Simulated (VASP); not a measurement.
# Sr: relaxation of cell and atoms with PBEsol

Sr:

```
Sr
1.0
    -2.62162    2.62162    2.43553
     2.62162   -2.62162    2.43553
     2.62162    2.62162   -2.43553
Sr
1
Cartesian
  0.0000 0.0000 0.0000
```

* Program: VASP 6.6.1
* Task: relaxation of cell and atoms
* Functional: PBEsol
* Potentials or basis: VASP PAW PBE potentials, release 64 (Sr_sv)
* Cutoff: 600 eV
* k mesh: 12 × 12 × 12
* Occupations: gaussian, width 0.1 eV
* Spin: no spin polarisation
* Dipole correction: no
* Further INCAR settings: ALGO = Fast; EDIFF = 1e-07; IBRION = 2; EDIFFG = -0.01; NSW = 80; ISIF = 3

```json
{
  "Relaxed volume": "50.98 Å³/atom",
  "Relaxed cell": "a = 4.046 Å, b = 4.046 Å, c = 4.046 Å, α = 109.43°, β = 109.43°, γ = 109.56°",
  "Space group after relaxing (to 0.1 Å)": "Im-3m (No. 229)",
  "Energy gained by relaxing": "127.3 meV/atom",
  "Ionic steps": "12",
  "Pressure after relaxing": "0.0 GPa",
  "Band gap on the k mesh": "zero (bands 5 and 6 overlap by 0.60 eV)"
}
```

The path:
```csv
step,energy change (eV),largest force (eV/Å),pressure (GPa),volume (Å³)
1,0.0000,0.0000,-2.06,66.96
2,-0.0871,0.0000,-1.35,58.95
3,-0.1221,0.0000,-0.35,52.69
4,-0.1238,0.0000,0.06,50.87
5,-0.1239,0.0000,-0.01,51.17
6,-0.1247,0.0000,-0.01,51.11
7,-0.1264,0.0000,0.02,50.94
8,-0.1270,0.0000,0.12,50.52
9,-0.1272,0.0000,0.09,50.64
10,-0.1272,0.0000,0.08,50.66
11,-0.1273,0.0000,-0.05,51.20
12,-0.1273,0.0000,0.00,50.98
```

Final structure:
```cif
data_structure
_symmetry_space_group_name_H-M 'P 1'
_symmetry_Int_Tables_number 1
_cell_length_a 4.0460
_cell_length_b 4.0460
_cell_length_c 4.0460
_cell_angle_alpha 109.427
_cell_angle_beta 109.427
_cell_angle_gamma 109.560
_cell_volume 50.98
loop_
_atom_site_label
_atom_site_type_symbol
_atom_site_fract_x
_atom_site_fract_y
_atom_site_fract_z
_atom_site_occupancy
Sr1 Sr 0.00000 0.00000 0.00000 1
```

Levels at points of the mesh, in eV from the Fermi level:
| k point | band 2 | band 3 | band 4 | band 5 | band 6 | band 7 | band 8 | band 9 |
| --- | --- | --- | --- | --- | --- | --- | --- | --- |
| (0.00, 0.00, 0.00) | -18.26 | -18.26 | -18.26 | -3.76 | 2.45 | 2.46 | 2.46 | 3.88 |
| (0.50, 0.00, 0.00) | -18.52 | -18.35 | -18.26 | -1.06 | 0.36 | 1.20 | 3.72 | 4.44 |
| (0.50, 0.50, 0.00) | -18.52 | -18.35 | -18.26 | -1.06 | 0.35 | 1.22 | 3.71 | 4.43 |
| (0.50, 0.50, 0.50) | -18.45 | -18.45 | -18.45 | -0.23 | -0.23 | 3.92 | 3.92 | 3.94 |

It took 42 min on 1 thread of AMD EPYC 7R43 64-Core Processor (Zen 3) (shared host), peak memory 0.29 GiB.

Caveat: the volume moved by over 15 % at a fixed basis, so the end points are rough; the PAW data sets were made with another functional, which shifts forces and pressure a little.
